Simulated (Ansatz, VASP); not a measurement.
**MgTe4 in VASP and in Ansatz**

```xyz
5
Lattice="5.4464 0.0000 0.0000 0.0000 5.4464 0.0000 0.0000 0.0000 5.4464" Properties=species:S:1:pos:R:3 pbc="T T T"
Mg    0.0000    0.0000    0.0000
Te    1.5787    3.8677    3.8677
Te    3.8677    1.5787    3.8677
Te    3.8677    3.8677    1.5787
Te    1.5787    1.5787    1.5787
```

Change from the starting cell: species swapped into the SnI4 type (P-43m, No. 215).

Alike in both runs: functional PBE; k mesh 4 × 4 × 4; occupations gaussian, width 0.1 eV; no spin polarisation.

Ansatz relaxed the structure, and its values are those at the end. VASP's run is a single point on that final structure, the one shown.

```csv
,VASP,Ansatz
version,VASP 6.6.1,Ansatz 0.2.0
potentials or method,"VASP PAW PBE potentials, release 64 (Mg, Te), cutoff 520 eV","scalar-relativistic, plane waves, PAW"
valence electrons in the cell,26,74
```

```csv
,VASP,Ansatz,Ansatz less VASP
gap on the k mesh at the Fermi level (eV),none,none,-
pressure (GPa),0.1,0.1,+0.04
rms of the force components (eV/Å),0.027,0.022,-0.0044
```

A gap of «none» marks a metal or a gap that the smearing closes. The functional is the same, so the differences come from potentials, cutoffs and numerics. VASP's potentials hold 26 valence electrons a cell and Ansatz's 74, so a difference there can come from the potentials and not from the codes.

Spin-orbit coupling is off throughout.
